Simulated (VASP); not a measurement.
# Mg2Si3N (Cmmm) in VASP: a series of runs, part 3 of 3

VASP 6.6.1. Earlier steps stand in the parts before.

### 6 Single point, PBE, collinear spin, ferromagnetic start

INCAR

```
SYSTEM = Mg2Si3N
PREC = Accurate
ENCUT = 520
EDIFF = 1E-6
ISMEAR = 0
SIGMA = 0.1
LREAL = .False.
LASPH = .True.
NELM = 150
ALGO = Normal
ISIF = 2
LWAVE = .False.
LCHARG = .False.
ISPIN = 2
MAGMOM = 0 0 0 0 0 1
LORBIT = 11
GGA = PE
NBANDS = 24
```

KPOINTS

```
regular mesh
0
Gamma
  4 4 4
  0 0 0
```

POSCAR

```
Mg2Si3N
1.0
    2.4548696900     -4.4180069900      0.0000000000
    2.4548696900      4.4180069900      0.0000000000
    0.0000000000      0.0000000000      4.0517806500
Mg Si N
2 3 1
Direct
    0.5000000000      0.0000000000      0.5000000000
    0.0000000000      0.5000000000      0.5000000000
    0.6779564000      0.3220436000      0.0000000000
    0.3220436000      0.6779564000      0.0000000000
    0.5000000000      0.5000000000      0.5000000000
    0.0000000000      0.0000000000      0.0000000000
```

Potentials or basis: VASP PAW PBE potentials, release 64 (Mg, Si, N).

Run with:

```bash
$ cat potpaw_PBE.64/Mg/POTCAR potpaw_PBE.64/Si/POTCAR potpaw_PBE.64/N/POTCAR > POTCAR
$ mpirun -np 1 vasp_std > vasp.out
```

OUTCAR:

```text
SYSTEM = Mg2Si3N
   PREC = Accurate
   ENCUT = 520
   EDIFF = 1E-6
   ISMEAR = 0
   LREAL = .False.
   LASPH = .True.
   NELM = 150
   ISIF = 2
   ISPIN = 2
   LORBIT = 11
   GGA = PE

 ion  position               nearest neighbor table
   1  0.500  0.000  0.500-   3 2.45   4 2.45   3 2.45   4 2.45   2 2.45   2 2.45   5 2.53   5 2.53

   2  0.000  0.500  0.500-   3 2.45   4 2.45   3 2.45   4 2.45   1 2.45   1 2.45   5 2.53   5 2.53

   3  0.678  0.322  0.000-   1 2.45   2 2.45   1 2.45   2 2.45   5 2.56   5 2.56   4 2.77   4 2.77
                             4 3.14
   4  0.322  0.678  0.000-   1 2.45   2 2.45   1 2.45   2 2.45   5 2.56   5 2.56   3 2.77   3 2.77
                             3 3.14
   5  0.500  0.500  0.500-   1 2.53   2 2.53   1 2.53   2 2.53   3 2.56   4 2.56   3 2.56   4 2.56

   6  0.000  0.000  0.000-

  LATTYP: Found a base centered orthorhombic cell.
 ALAT       =     4.9097393800
 B/A-ratio  =     1.7996910418
 C/A-ratio  =     0.8252537123

  Lattice vectors:

[... 1265 lines left out ...]
  -------------------------------------------------------------------------------------
  Total       12.5049309      3.9515317     13.2656889      0.0000000      0.0000000      0.0000000
  in kB      227.9612950     72.0352871    241.8296941      0.0000000      0.0000000      0.0000000
  external PRESSURE =     180.6087587 kB  Pullay stress =       0.0000000 kB

 VOLUME and BASIS-vectors are now :
 -----------------------------------------------------------------------------
  energy-cutoff  :      520.00
  volume of cell :       87.89
      direct lattice vectors                 reciprocal lattice vectors
     2.454869690 -4.418006990  0.000000000     0.203676799 -0.113173203  0.000000000
     2.454869690  4.418006990  0.000000000     0.203676799  0.113173203  0.000000000
     0.000000000  0.000000000  4.051780650     0.000000000  0.000000000  0.246805068

 POSITION                                       TOTAL-FORCE (eV/Angst)
 -----------------------------------------------------------------------------------
      1.22743     -2.20900      2.02589        -0.000000      0.000000      0.000000
      1.22743      2.20900      2.02589         0.000000      0.000000      0.000000
      2.45487     -1.57243      0.00000         0.000000      0.756238     -0.000000
      2.45487      1.57243      0.00000         0.000000     -0.756238     -0.000000
      2.45487      0.00000      2.02589         0.000000      0.000000      0.000000
      0.00000      0.00000      0.00000         0.000000      0.000000      0.000000
 -----------------------------------------------------------------------------------
    total drift:                               -0.000000      0.000000      0.000000

  FREE ENERGIE OF THE ION-ELECTRON SYSTEM (eV)
  ---------------------------------------------------
  free  energy   TOTEN  =       -19.2403451181 eV

  energy  without entropy=      -19.2213045714  energy(sigma->0) =      -19.23082484

 total charge

# of ion       s       p       d       tot
------------------------------------------
    1        0.242   0.233   0.068   0.543
    2        0.242   0.233   0.068   0.543
    3        0.826   0.837   0.000   1.663
    4        0.826   0.837   0.000   1.663
    5        0.857   0.789   0.000   1.646
    6        1.357   1.976   0.000   3.334
--------------------------------------------------
tot          4.349   4.907   0.136   9.392

 magnetization (x)

# of ion       s       p       d       tot
------------------------------------------
    1        0.003  -0.000   0.001   0.003
    2        0.003  -0.000   0.001   0.003
    3        0.003  -0.000   0.000   0.003
    4        0.003  -0.000   0.000   0.003
    5        0.008   0.014   0.000   0.023
    6        0.006   0.290   0.000   0.296
--------------------------------------------------
tot          0.027   0.303   0.001   0.331
```

Wall time 2.7 min (1 thread of Intel Xeon 8259CL, shared host); peak memory 0.29 GiB.

What came out:

```
Free energy                                           : -19.2403 eV
Pressure                                              : 18.1 GPa
Largest force                                         : 0.756 eV/Å
Net moment                                            : 0.47 μB per cell
Site moments                                          : Mg +0.00; Si +0.00, +0.02; N +0.30 μB
Valence electrons inside the program's atomic spheres : Mg 0.54; Si 1.66, 1.65; N 3.33
```

Forces on the atoms (eV/Å):
```
Mg   0.000  0.000  0.000
Mg   0.000  0.000  0.000
Si   0.000  0.756  0.000
Si   0.000 -0.756  0.000
Si   0.000  0.000  0.000
N    0.000  0.000  0.000
```

Levels at points of the mesh, in eV from the Fermi level:
Spin up:
```tsv
k point	band 7	band 8	band 9	band 10	band 11	band 12	band 13	band 14	band 15	band 16
(0.00, 0.00, 0.00)	-3.59	-3.48	-1.52	-0.27	-0.25	1.14	1.52	2.50	3.20	3.98
(0.50, 0.00, 0.00)	-2.23	-2.02	-1.00	-0.88	-0.67	0.49	1.83	1.99	2.40	3.49
(0.50, 0.50, 0.00)	-2.62	-2.47	-0.71	-0.38	-0.35	-0.14	1.23	1.83	2.34	3.85
(0.00, 0.00, 0.50)	-3.04	-2.94	-2.57	-2.21	-1.31	-0.76	1.22	1.53	3.52	4.27
(0.50, 0.00, 0.50)	-3.48	-2.07	-0.71	-0.57	-0.09	1.19	2.78	3.24	3.35	3.74
(0.50, 0.50, 0.50)	-2.50	-1.68	-0.77	-0.71	-0.09	1.13	2.19	2.34	3.63	5.18
```
Spin down:
| k point | band 8 | band 9 | band 10 | band 11 | band 12 | band 13 |
| --- | --- | --- | --- | --- | --- | --- |
| (0.00, 0.00, 0.00) | -3.22 | -1.53 | -0.24 | 0.01 | 1.58 | 1.78 |
| (0.50, 0.00, 0.00) | -1.94 | -0.85 | -0.52 | -0.45 | 0.84 | 1.82 |
| (0.50, 0.50, 0.00) | -2.31 | -0.46 | -0.37 | 0.07 | 0.35 | 1.48 |
| (0.00, 0.00, 0.50) | -2.59 | -2.16 | -2.12 | -1.11 | -0.74 | 1.20 |
| (0.50, 0.00, 0.50) | -2.06 | -0.54 | -0.09 | 0.43 | 1.42 | 2.80 |
| (0.50, 0.50, 0.50) | -1.66 | -0.69 | -0.19 | 0.44 | 1.29 | 2.21 |

Caveat: the k points lie up to 0.39 Å⁻¹ apart.

### 7 The runs side by side

```tsv
task	spin	cell	k mesh	cutoff (eV)	gap on the mesh (eV)	pressure (GPa)	largest force (eV/Å)
single point	off	a = 5.054, b = 5.054, c = 4.052 Å, angles 90.0, 90.0, 121.9°, 6 atoms	4 × 4 × 4	520	none	18.0	0.77
single point	off	a = 5.703, b = 5.703, c = 3.670 Å, angles 90.0, 90.0, 70.6°, 6 atoms	4 × 4 × 4	520	none	-0.1	0.03
single point	off	a = 5.660, b = 5.660, c = 3.699 Å, angles 90.0, 90.0, 109.3°, 6 atoms	4 × 4 × 6	520	none	0.0	0.03
relaxation of cell and atoms	off	relaxed from a = 5.054, b = 5.054, c = 4.052 Å, angles 90.0, 90.0, 121.9°, 6 atoms	4 × 4 × 4	600	none	0.0	0.01
single point	collinear, ferromagnetic start	a = 5.054, b = 5.054, c = 4.052 Å, angles 90.0, 90.0, 121.9°, 6 atoms	4 × 4 × 4	520	none	18.1	0.76
```

Alike in all rows: level PBE; potentials or basis VASP PAW PBE potentials, release 64 (Mg, Si, N); smearing gaussian 0.1 eV.

Caveats: some runs use coarse meshes.

Absolute energies hang on the potentials; compare differences alone.
